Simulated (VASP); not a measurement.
Here is a VASP 6.6.1 calculation.

INCAR

```
  PREC = Accurate
  ENCUT = 520
  EDIFF = 1E-6
  ISMEAR = -1
  SIGMA = 0.1
  LREAL = False
  LASPH = True
  NELM = 60
  ALGO = Normal
  ISIF = 2
  LWAVE = False
  LCHARG = False
  GGA = PE
  NBANDS = 16
```

KPOINTS

```
Automatic mesh
0
Gamma
  11 11 9
```

POSCAR

```
ZrB2
1.0
    3.1710531248      0.0000000000      0.0000000000
   -1.5855265624      2.7462125628      0.0000000000
    0.0000000000      0.0000000000      3.5429600847
Zr B
1 2
Direct
    0.0000000000      0.0000000000      0.0000000000
    0.3333333333      0.6666666667      0.5000000000
    0.6666666667      0.3333333333      0.5000000000
```

Potentials or basis: VASP PAW PBE potentials, release 64 (Zr_sv, B).

The run is started by

```console
$ cat potpaw_PBE.64/Zr_sv/POTCAR potpaw_PBE.64/B/POTCAR > POTCAR
$ mpirun -np 1 vasp_std > vasp.out
```

Question: What does it give for the band gap on the k mesh?

Answer: Zero (band 9 reaches 11.27 eV, above the bottom of band 10 at 10.02 eV).

Question: Estimate the pressure.

Answer: 0.1 GPa.
